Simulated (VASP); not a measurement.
# SnSe2 (C2/m) in VASP: notebook

SnSe2 is run at these levels: PBEsol; tasks: single point.

Everything below comes from runs of VASP 6.6.1. Logs are shortened: lines on timing, memory, paths and dates and some standing lists are left out, and cuts for length are marked.

## 1. The cell of the first run

Symmetry: C2/m, No. 12, monoclinic system. Conventional cell: a = 5.611 Å, b = 3.811 Å, c = 6.137 Å, α = 90.00°, β = 90.00°, γ = 90.00°. Sn (site symmetry 2/m) has 6 Se at 2.42 to 2.62 Å within 3.2 Å. Within 3.2 Å of Se (site symmetry m) lie 3 Sn at 2.42 to 2.62 Å.

## 2. Single point, PBEsol (strain -0.1500 x Voigt [0, 1, 0, 0, 0, 0])

INCAR reads:

```
ALGO = Normal
EDIFF = 1E-6
ENCUT = 520
GGA = PS
ISIF = 2
ISMEAR = 0
LASPH = T
LCHARG = F
LREAL = F
LWAVE = F
NBANDS = 20
NELM = 60
PREC = Accurate
SIGMA = 0.05
```

KPOINTS reads:

```
k-points
0
Gamma
  12 12 6
```

POSCAR reads:

```
SnSe2
1.0
    3.8109987816      0.0000000000      0.0000000000
   -1.9054993908      2.8053584948      0.0000000000
    0.0000000000      0.0000000000      6.1370000000
Sn Se
1 2
Direct
    0.0000000000      0.0000000000      0.0000000000
    0.3333333333      0.6666666667      0.2500000000
    0.6666666667      0.3333333333      0.7500000000
```

Potentials or basis: VASP PAW PBE potentials, release 64 (Sn_d, Se).

Started as:

```bash
$ cat potpaw_PBE.64/Sn_d/POTCAR potpaw_PBE.64/Se/POTCAR > POTCAR
$ mpirun -np 1 vasp_std > vasp.out
```

OUTCAR:

```text
EDIFF = 1E-6
   ENCUT = 520
   GGA = PS
   ISIF = 2
   ISMEAR = 0
   LASPH = T
   LREAL = F
   NELM = 60
   PREC = Accurate

 ion  position               nearest neighbor table
   1  0.000  0.000  0.000-   2 2.42   3 2.42   3 2.62   2 2.62   3 2.62   2 2.62
   2  0.333  0.667  0.250-   1 2.42   1 2.62   1 2.62
   3  0.667  0.333  0.750-   1 2.42   1 2.62   1 2.62

  Warning from LATTYP: Monoclinic adjustment (A1->A3, A2->A1, A3->A2)!
  LATTYP: Found a base centered orthorhombic cell.
 ALAT       =     3.8109987816
 B/A-ratio  =     1.4722431864
 C/A-ratio  =     1.6103390087

  Lattice vectors:

 A1 = (   1.9054993908,  -2.8053584948,   0.0000000000)
 A2 = (   1.9054993908,   2.8053584948,   0.0000000000)
 A3 = (   0.0000000000,   0.0000000000,   6.1370000000)

Analysis of symmetry for initial positions (statically):
=====================================================================
 Subroutine PRICEL returns:
 Original cell was already a primitive cell.

 Routine SETGRP: Setting up the symmetry group for a
 base centered orthorhombic supercell.

 Subroutine GETGRP returns: Found  4 space group operations
 (whereof  4 operations were pure point group operations)
 out of a pool of  8 trial point group operations.

The static configuration has the point symmetry C_2h.

Analysis of symmetry for dynamics (positions and initial velocities):
=====================================================================
 Subroutine PRICEL returns:
 Original cell was already a primitive cell.

 Routine SETGRP: Setting up the symmetry group for a
 base centered orthorhombic supercell.

 Subroutine GETGRP returns: Found  4 space group operations
 (whereof  4 operations were pure point group operations)
 out of a pool of  8 trial point group operations.

The dynamic configuration has the point symmetry C_2h.

 Subroutine INISYM returns: Found  4 space group operations
 (whereof  4 operations are pure point group operations),
 and found     1 'primitive' translations

----------------------------------------------------------------------------------------

                                     Primitive cell

  volume of cell :      65.6120

  direct lattice vectors                    reciprocal lattice vectors
     3.810998782  0.000000000  0.000000000     0.262398405  0.178230341  0.000000000
    -1.905499391  2.805358495  0.000000000     0.000000000  0.356460681  0.000000000
     0.000000000  0.000000000  6.137000000     0.000000000  0.000000000  0.162946065

  length of vectors
     3.810998782  3.391307154  6.137000000     0.317204945  0.356460681  0.162946065

  position of ions in fractional coordinates (direct lattice)
     0.000000000  0.000000000  0.000000000
     0.333333333  0.666666667  0.250000000
     0.666666667  0.333333333  0.750000000

  ion indices of the primitive-cell ions
   primitive index   ion index
                 1           1
                 2           2
                 3           3

----------------------------------------------------------------------------------------

 KPOINTS: k-points

Automatic generation of k-mesh.
 Grid dimensions read from file:
 generate k-points for:   12   12    6

 Generating k-lattice:

  Cartesian coordinates                     Fractional coordinates (reciprocal lattice)
     0.021866534  0.014852528  0.000000000     0.083333333  0.000000000  0.000000000
     0.000000000  0.029705057  0.000000000     0.000000000  0.083333333  0.000000000
     0.000000000  0.000000000  0.027157677     0.000000000  0.000000000  0.166666667

  Length of vectors
     0.026433745  0.029705057  0.027157677

  Shift w.r.t. Gamma in fractional coordinates (k-lattice)
     0.000000000  0.000000000  0.000000000

 Subroutine IBZKPT returns following result:
 ===========================================

 Found    242 irreducible k-points:

 Following reciprocal coordinates:
            Coordinates               Weight
  0.000000  0.000000  0.000000      1.000000
  0.083333  0.000000  0.000000      4.000000
  0.166667  0.000000  0.000000      4.000000
[... 51 lines left out ...]
      6      -8.2016      2.00000
[... 12 lines left out ...]
     19      15.0796      0.00000
     20      15.3163      0.00000

 k-point     6 :       0.4167    0.0000    0.0000
  band No.  band energies     occupation
      1     -15.6588      2.00000
      2     -15.4945      2.00000
      3     -15.4405      2.00000
      4     -15.3742      2.00000
      5     -15.3445      2.00000
      6      -7.6152      2.00000
[... 12 lines left out ...]
     19      15.2153      0.00000
     20      15.8978      0.00000

 k-point     7 :       0.5000    0.0000    0.0000
  band No.  band energies     occupation
      1     -15.6684      2.00000
      2     -15.4952      2.00000
      3     -15.4414      2.00000
      4     -15.3722      2.00000
      5     -15.3358      2.00000
      6      -7.2705      2.00000
[... 12 lines left out ...]
     19      15.6923      0.00000
     20      15.7075      0.00000
[... 277 lines left out ...]
 k-point    20 :       0.0833    0.1667    0.0000
  band No.  band energies     occupation
      1     -15.5930      2.00000
      2     -15.4905      2.00000
      3     -15.4306      2.00000
      4     -15.4021      2.00000
      5     -15.3880      2.00000
      6      -8.7830      2.00000
[... 12 lines left out ...]
     19      13.8082      0.00000
     20      15.2829      0.00000

 k-point    21 :       0.1667    0.1667    0.0000
  band No.  band energies     occupation
      1     -15.6240      2.00000
      2     -15.4811      2.00000
      3     -15.4381      2.00000
      4     -15.3971      2.00000
      5     -15.3658      2.00000
      6      -8.3375      2.00000
[... 12 lines left out ...]
     19      13.0957      0.00000
     20      15.6990      0.00000

 k-point    22 :       0.2500    0.1667    0.0000
  band No.  band energies     occupation
      1     -15.6468      2.00000
      2     -15.4816      2.00000
      3     -15.4442      2.00000
      4     -15.3925      2.00000
      5     -15.3438      2.00000
      6      -7.7867      2.00000
[... 12 lines left out ...]
     19      12.9664      0.00000
     20      15.9058      0.00000

 k-point    23 :       0.3333    0.1667    0.0000
  band No.  band energies     occupation
      1     -15.6546      2.00000
      2     -15.4873      2.00000
      3     -15.4477      2.00000
      4     -15.3864      2.00000
      5     -15.3363      2.00000
      6      -7.2351      2.00000
[... 12 lines left out ...]
     19      13.7050      0.00000
     20      15.7453      0.00000

 k-point    24 :       0.4167    0.1667    0.0000
  band No.  band energies     occupation
      1     -15.6444      2.00000
      2     -15.4971      2.00000
      3     -15.4469      2.00000
      4     -15.3815      2.00000
      5     -15.3454      2.00000
      6      -7.0167      2.00000
[... 12 lines left out ...]
     19      14.8049      0.00000
     20      15.9438      0.00000

 [... further k-points ...]

------------------------ aborting loop because EDIFF is reached ----------------------------------------

  FORCE on cell =-STRESS in cart. coord.  units (eV):
  Direction    XX          YY          ZZ          XY          YZ          ZX
  --------------------------------------------------------------------------------------
  -------------------------------------------------------------------------------------
  Total        6.1703234     13.4916783      7.2919897      0.0000000      2.8575074      0.0000000
  in kB      150.6729224    329.4528421    178.0628536      0.0000000     69.7773770      0.0000000
  external PRESSURE =     219.3962061 kB  Pullay stress =       0.0000000 kB

 VOLUME and BASIS-vectors are now :
 -----------------------------------------------------------------------------
  energy-cutoff  :      520.00
  volume of cell :       65.61
      direct lattice vectors                 reciprocal lattice vectors
     3.810998782  0.000000000  0.000000000     0.262398405  0.178230341  0.000000000
    -1.905499391  2.805358495  0.000000000     0.000000000  0.356460681  0.000000000
     0.000000000  0.000000000  6.137000000     0.000000000  0.000000000  0.162946065

 POSITION                                       TOTAL-FORCE (eV/Angst)
 -----------------------------------------------------------------------------------
      0.00000      0.00000      0.00000         0.000000     -0.000000      0.000000
     -0.00000      1.87024      1.53425        -0.000000      0.912066      2.222424
      1.90550      0.93512      4.60275        -0.000000     -0.912066     -2.222424
 -----------------------------------------------------------------------------------
    total drift:                               -0.000000     -0.000000     -0.000000

  FREE ENERGIE OF THE ION-ELECTRON SYSTEM (eV)
  ---------------------------------------------------
  free  energy   TOTEN  =       -11.8570969207 eV

  energy  without entropy=      -11.8558188830  energy(sigma->0) =      -11.85645790
```

It took 2.7 min on 1 thread of AMD EPYC 9R45 (Zen 5), shared host; peak memory 0.39 GiB.

Results:

* Free energy: -11.8571 eV
* Pressure: 21.9 GPa
* Largest force: 2.402 eV/Å
* Band gap on the k mesh: zero (bands 13 and 14 overlap by 0.36 eV)

Forces on the atoms (eV/Å):
```
Sn   0.000  0.000  0.000
Se   0.000  0.912  2.222
Se   0.000 -0.912 -2.222
```

Stress tensor (GPa, compression positive):
```
15.07  0.00  0.00
 0.00 32.95  6.98
 0.00  6.98 17.81
```

Levels at points of the mesh, in eV from the Fermi level:
| k point | band 10 | band 11 | band 12 | band 13 | band 14 | band 15 | band 16 | band 17 |
| --- | --- | --- | --- | --- | --- | --- | --- | --- |
| (0.00, 0.00, 0.00) | -1.09 | -0.78 | -0.18 | -0.16 | 1.93 | 2.62 | 3.97 | 6.84 |
| (0.50, 0.00, 0.00) | -4.43 | -2.39 | -2.31 | -0.07 | 1.73 | 4.30 | 4.94 | 6.08 |
| (0.00, 0.50, 0.00) | -4.47 | -3.72 | -1.86 | -1.59 | -0.19 | 2.21 | 4.12 | 4.33 |
| (0.00, 0.00, 0.50) | -1.17 | -0.63 | -0.46 | 0.03 | 2.60 | 3.48 | 3.73 | 6.66 |
| (0.50, 0.00, 0.50) | -3.32 | -2.14 | -1.57 | -0.43 | 0.76 | 3.26 | 4.78 | 4.93 |
| (0.00, 0.50, 0.50) | -4.31 | -3.00 | -2.02 | -1.76 | 0.04 | 2.91 | 4.03 | 4.92 |

Caveat: the cell differs from its parent crystal (strain -0.1500 x Voigt [0, 1, 0, 0, 0, 0]); the stress differs along the axes, from 15 to 33 GPa; semilocal functionals underestimate gaps, and a narrow one can read as zero; the PAW data sets were made with another functional, which shifts forces and pressure a little; spin-orbit coupling is left out, which moves the levels of the heavy elements; this functional lacks dispersion, which binds layers or chains, so the pressure and a relaxed spacing across them are unreliable.

## 3. Single point, PBEsol (strain -0.1125 x Voigt [0, 1, 0, 0, 0, 0])

INCAR reads:

```
SYSTEM = SnSe2
PREC     = Accurate       ! precision mode
ENCUT    = 520            ! plane-wave cutoff, eV
EDIFF    = 1E-7           ! SCF threshold, eV
ISMEAR   = 0              ! smearing method
SIGMA    = 0.05           ! smearing width, eV
LREAL    = .False.        ! projectors in reciprocal space
LASPH    = .True.         ! aspherical terms in the spheres
NELM     = 100            ! most SCF steps
ALGO     = Normal         ! electronic algorithm
ISIF     = 2              ! what is computed and relaxed
LWAVE    = .False.        ! write WAVECAR
LCHARG   = .False.        ! write CHGCAR
GGA      = PS             ! functional
NBANDS   = 20             ! bands
```

KPOINTS reads:

```
regular mesh
0
Gamma
  12 12 6
  0 0 0
```

Changes to POSCAR since step 2:

```diff
@@ -3,3 +3,3 @@
     3.8109987816      0.0000000000      0.0000000000
-   -1.9054993908      2.8053584948      0.0000000000
+   -1.9054993908      2.9291243108      0.0000000000
     0.0000000000      0.0000000000      6.1370000000
```

Potentials or basis: VASP PAW PBE potentials, release 64 (Sn_d, Se).

Started as:

```bash
$ cat potpaw_PBE.64/Sn_d/POTCAR potpaw_PBE.64/Se/POTCAR > POTCAR
$ mpirun -np 1 vasp_std > vasp.out
```

It took 2.9 min on 1 thread of AMD EPYC 9R45 (Zen 5), shared host; peak memory 0.39 GiB.

The run converged. Its results:

| Quantity | Value |
| --- | --- |
| Free energy | -12.3562 eV |
| Pressure | 15.2 GPa |
| Largest force | 1.735 eV/Å |
| Band gap on the k mesh | zero (filled and empty bands overlap) |

Forces on the atoms (eV/Å):
```
Sn   0.000  0.000  0.000
Se   0.000  0.514  1.657
Se   0.000 -0.514 -1.657
```

Stress tensor (GPa, compression positive):
```
10.21  0.00  0.00
 0.00 22.54  3.71
 0.00  3.71 12.78
```

Levels at points of the mesh, in eV from the Fermi level:
| k point | band 11 | band 12 | band 13 | band 14 | band 15 | band 16 |
| --- | --- | --- | --- | --- | --- | --- |
| (0.00, 0.00, 0.00) | -0.71 | -0.26 | -0.21 | 1.67 | 2.71 | 4.12 |
| (0.50, 0.00, 0.00) | -2.55 | -2.02 | -0.20 | 1.51 | 4.08 | 4.99 |
| (0.00, 0.50, 0.00) | -3.53 | -1.73 | -1.22 | 0.16 | 2.62 | 4.50 |
| (0.00, 0.00, 0.50) | -0.57 | -0.56 | -0.03 | 2.70 | 3.15 | 3.87 |
| (0.50, 0.00, 0.50) | -2.27 | -1.34 | -0.57 | 0.72 | 3.58 | 4.65 |
| (0.00, 0.50, 0.50) | -2.74 | -1.65 | -1.53 | 0.22 | 3.28 | 4.18 |

Caveat: the cell differs from its parent crystal (strain -0.1125 x Voigt [0, 1, 0, 0, 0, 0]); the stress differs along the axes, from 10 to 23 GPa; semilocal functionals underestimate gaps, and a narrow one can read as zero; the PAW data sets were made with another functional, which shifts forces and pressure a little; spin-orbit coupling is left out, which moves the levels of the heavy elements; this functional lacks dispersion, which binds layers or chains, so the pressure and a relaxed spacing across them are unreliable.

## 4. Single point, PBEsol (strain +0.1500 x Voigt [0, 1, 0, 0, 0, 0])

INCAR reads:

```
SYSTEM = SnSe2
PREC = Accurate ; ENCUT = 520
EDIFF = 1E-7 ; ISMEAR = 0
SIGMA = 0.05 ; LREAL = .False.
LASPH = .True. ; NELM = 80
ALGO = Normal ; ISIF = 2
LWAVE = .False. ; LCHARG = .False.
GGA = PS ; NBANDS = 20
```

KPOINTS is that of step 3.

Changes to POSCAR since step 3:

```diff
@@ -3,3 +3,3 @@
     3.8109987816      0.0000000000      0.0000000000
-   -1.9054993908      2.9291243108      0.0000000000
+   -1.9054993908      3.7954850224      0.0000000000
     0.0000000000      0.0000000000      6.1370000000
```

Started as:

```bash
$ cat potpaw_PBE.64/Sn_d/POTCAR potpaw_PBE.64/Se/POTCAR > POTCAR
$ mpirun -np 1 vasp_std > vasp.out
```

Run time: 3.3 min. Hardware: 1 thread of AMD EPYC 9R45 (Zen 5), shared host; peak memory 0.48 GiB.

Results (log left out):

```yaml
Free_energy: -12.5860 eV
Pressure: -5.0 GPa
Largest_force: 0.256 eV/Å
Band_gap_on_the_k_mesh: zero (filled and empty bands touch)
```

Forces on the atoms (eV/Å):
```
Sn   0.000  0.000  0.000
Se   0.000  0.134 -0.218
Se   0.000 -0.134  0.218
```

Stress tensor (GPa, compression positive):
```
-2.44  0.00  0.00
 0.00 -9.92  1.00
 0.00  1.00 -2.52
```

Levels at points of the mesh, in eV from the Fermi level:
```
           k point  band 10  band 11  band 12  band 13  band 14  band 15  band 16  band 17
(0.00, 0.00, 0.00)    -1.34    -0.85    -0.57    -0.06     0.01     1.62     3.82     4.41
(0.50, 0.00, 0.00)    -3.25    -2.33    -1.21    -0.80     0.20     2.73     4.32     5.10
(0.00, 0.50, 0.00)    -2.98    -2.09    -1.29    -0.16     1.27     3.89     5.29     5.40
(0.00, 0.00, 0.50)    -1.12    -1.12    -0.95    -0.41     1.31     1.53     3.50     4.12
(0.50, 0.00, 0.50)    -2.99    -1.72    -1.30    -1.12     0.34     3.33     4.59     5.18
(0.00, 0.50, 0.50)    -1.95    -1.91    -0.79    -0.52     0.66     4.11     4.62     5.80
```

Caveat: the cell differs from its parent crystal (strain +0.1500 x Voigt [0, 1, 0, 0, 0, 0]); the stress differs along the axes, from -10 to -2 GPa; semilocal functionals underestimate gaps, and a narrow one can read as zero; the PAW data sets were made with another functional, which shifts forces and pressure a little; spin-orbit coupling is left out, which moves the levels of the heavy elements; this functional lacks dispersion, which binds layers or chains, so the pressure and a relaxed spacing across them are unreliable.

## 5. Single point, PBEsol (strain -0.0750 x Voigt [0, 1, 0, 0, 0, 0])

INCAR reads:

```
PREC = Accurate
ENCUT = 520
EDIFF = 1E-6
ISMEAR = 0
SIGMA = 0.05
LREAL = F
LASPH = T
NELM = 80
ALGO = Normal
ISIF = 2
LWAVE = F
LCHARG = T
GGA = PS
LELF = T
LVHAR = T
NBANDS = 20
```

KPOINTS reads:

```
regular mesh
0
Gamma
  12 12 6
```

Changes to POSCAR since step 4:

```diff
@@ -3,3 +3,3 @@
     3.8109987816      0.0000000000      0.0000000000
-   -1.9054993908      3.7954850224      0.0000000000
+   -1.9054993908      3.0528901267      0.0000000000
     0.0000000000      0.0000000000      6.1370000000
```

Started as:

```bash
$ cat potpaw_PBE.64/Sn_d/POTCAR potpaw_PBE.64/Se/POTCAR > POTCAR
$ mpirun -np 1 vasp_std > vasp.out
```

It took 2.6 min on 1 thread of AMD EPYC 9R45 (Zen 5), shared host; peak memory 0.41 GiB.

The run converged. Its results:

```
Free energy            : -12.6843 eV
Pressure               : 9.8 GPa
Largest force          : 1.235 eV/Å
Band gap on the k mesh : 0.26 eV (least direct gap 1.27 eV)
```

Forces on the atoms (eV/Å):
```
Sn   0.000  0.000  0.000
Se   0.000  0.247  1.211
Se   0.000 -0.247 -1.211
```

Stress tensor (GPa, compression positive):
```
 6.61  0.00  0.00
 0.00 13.99  1.69
 0.00  1.69  8.94
```

Levels at points of the mesh, in eV from the valence-band top:
| k point | band 10 | band 11 | band 12 | band 13 | band 14 | band 15 | band 16 | band 17 |
| --- | --- | --- | --- | --- | --- | --- | --- | --- |
| (0.00, 0.00, 0.00) | -0.76 | -0.57 | -0.24 | -0.22 | 1.45 | 2.84 | 4.32 | 5.43 |
| (0.50, 0.00, 0.00) | -3.62 | -2.60 | -1.70 | -0.23 | 1.38 | 3.96 | 5.13 | 5.73 |
| (0.00, 0.50, 0.00) | -3.47 | -3.29 | -1.54 | -0.84 | 0.54 | 3.05 | 4.88 | 4.89 |
| (0.00, 0.00, 0.50) | -0.97 | -0.62 | -0.42 | -0.05 | 2.83 | 2.90 | 4.06 | 5.18 |
| (0.50, 0.00, 0.50) | -2.71 | -2.27 | -1.11 | -0.61 | 0.76 | 3.90 | 4.63 | 5.29 |
| (0.00, 0.50, 0.50) | -3.30 | -2.45 | -1.26 | -1.26 | 0.46 | 3.65 | 4.39 | 5.35 |

Caveat: the cell differs from its parent crystal (strain -0.0750 x Voigt [0, 1, 0, 0, 0, 0]); the stress differs along the axes, from 7 to 14 GPa; semilocal functionals underestimate gaps, and a narrow one can read as zero; the PAW data sets were made with another functional, which shifts forces and pressure a little; spin-orbit coupling is left out, which moves the levels of the heavy elements; this functional lacks dispersion, which binds layers or chains, so the pressure and a relaxed spacing across them are unreliable. A k mesh can miss the band edges.

## 6. The runs side by side

```tsv
cell	gap on the mesh (eV)	pressure (GPa)	largest force (eV/Å)
a = 3.811, b = 3.391, c = 6.137 Å, angles 90.0, 90.0, 124.2°, 3 atoms	none	21.9	2.40
a = 3.811, b = 3.494, c = 6.137 Å, angles 90.0, 90.0, 123.0°, 3 atoms	none	15.2	1.73
a = 3.811, b = 4.247, c = 6.137 Å, angles 90.0, 90.0, 116.7°, 3 atoms	none	-5.0	0.26
a = 3.811, b = 3.599, c = 6.137 Å, angles 90.0, 90.0, 122.0°, 3 atoms	0.26	9.8	1.24
```

Alike in all rows: task single point; level PBEsol; potentials or basis VASP PAW PBE potentials, release 64 (Sn_d, Se); no spin polarisation; k mesh 12 × 12 × 6; cutoff (eV) 520; smearing gaussian 0.05 eV.

Caveats: semilocal functionals underestimate gaps, and a narrow one can read as zero; the PAW data sets were made with another functional, which shifts forces and pressure a little; spin-orbit coupling is left out, which moves the levels of the heavy elements; this functional lacks dispersion, which binds layers or chains, so the pressure and a relaxed spacing across them are unreliable; the stress differs along the axes, from 15 to 33 GPa (at least some runs); the stress differs along the axes, from 10 to 23 GPa (at least some runs); the stress differs along the axes, from -10 to -2 GPa (at least some runs).

Absolute energies hang on the potentials; compare differences alone.
